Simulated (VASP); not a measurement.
Crystal: AlFe3H.

```
CELL_PARAMETERS angstrom
3.69955 0.00000 0.00000
0.00000 3.69955 0.00000
0.00000 0.00000 3.69955
ATOMIC_POSITIONS crystal
Al 0.50000 0.50000 0.50000
Fe 0.50000 0.00000 0.00000
Fe 0.00000 0.50000 0.00000
Fe 0.00000 0.00000 0.50000
H 0.00000 0.00000 0.00000
```

Base run:

| Quantity | Value |
| --- | --- |
| Program | VASP 6.6.1 |
| Functional | r2SCAN |
| Potentials or basis | VASP PAW PBE potentials, release 64 (Al, Fe, H) |
| Cutoff | 520 eV |
| k mesh | 10 × 10 × 10 |
| Occupations | gaussian, width 0.1 eV |
| Spin | no spin polarisation |

Its results: pressure -20.2 GPa.

**Question.** The run is repeated on the same cell with these changes: spin from no spin polarisation to collinear spin, ferromagnetic start; further incar settings from ALGO = Normal; EDIFF = 1e-06; NBANDS = 22 to ALGO = Normal; EDIFF = 1e-06; NBANDS = 26. What comes out?

**Answer.** Pressure 0.7 GPa; net moment 7.37 μB per cell; site moments Al -0.10; Fe +2.58; H -0.03 μB.

Caveats: the PAW data sets were made with another functional, which shifts forces and pressure a little; the cell stands under tension (at least some runs).
